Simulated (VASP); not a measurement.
Here is a VASP 6.6.1 calculation.

Contents of INCAR:

```
SYSTEM = HfO2
PREC = Accurate ; ENCUT = 520
EDIFF = 1E-6 ; ISMEAR = 0
SIGMA = 0.02 ; LREAL = .FALSE.
LASPH = .TRUE. ; NELM = 100
ALGO = Normal ; ISIF = 2
LWAVE = .FALSE. ; LCHARG = .FALSE.
GGA = PE ; NBANDS = 18
```

KPOINTS

```
Automatic mesh
0
G
  8 8 8
  0 0 0
```

Contents of POSCAR:

```
HfO2
1.0
    0.0000000000      2.5740431025      2.5740431025
    2.5740431025      0.0000000000      2.5740431025
    2.5740431025      2.5740431025      0.0000000000
Hf O
1 2
Direct
    0.0000000000      0.0000000000      0.0000000000
    0.2500000000      0.2500000000      0.2500000000
    0.7500000000      0.7500000000      0.7500000000
```

Potentials or basis: VASP PAW PBE potentials, release 64 (Hf_pv, O).

The run is started by

```bash
$ cat potpaw_PBE.64/Hf_pv/POTCAR potpaw_PBE.64/O/POTCAR > POTCAR
$ mpirun -np 1 vasp_std > vasp.out
```

Q: What does it give for the band gap on the k mesh?

A: 3.68 eV, direct.

Q: Estimate the pressure.

A: -10.2 GPa.

Caveat: spin-orbit coupling is left out, which moves the levels of the heavy elements. A k mesh can miss the band edges.
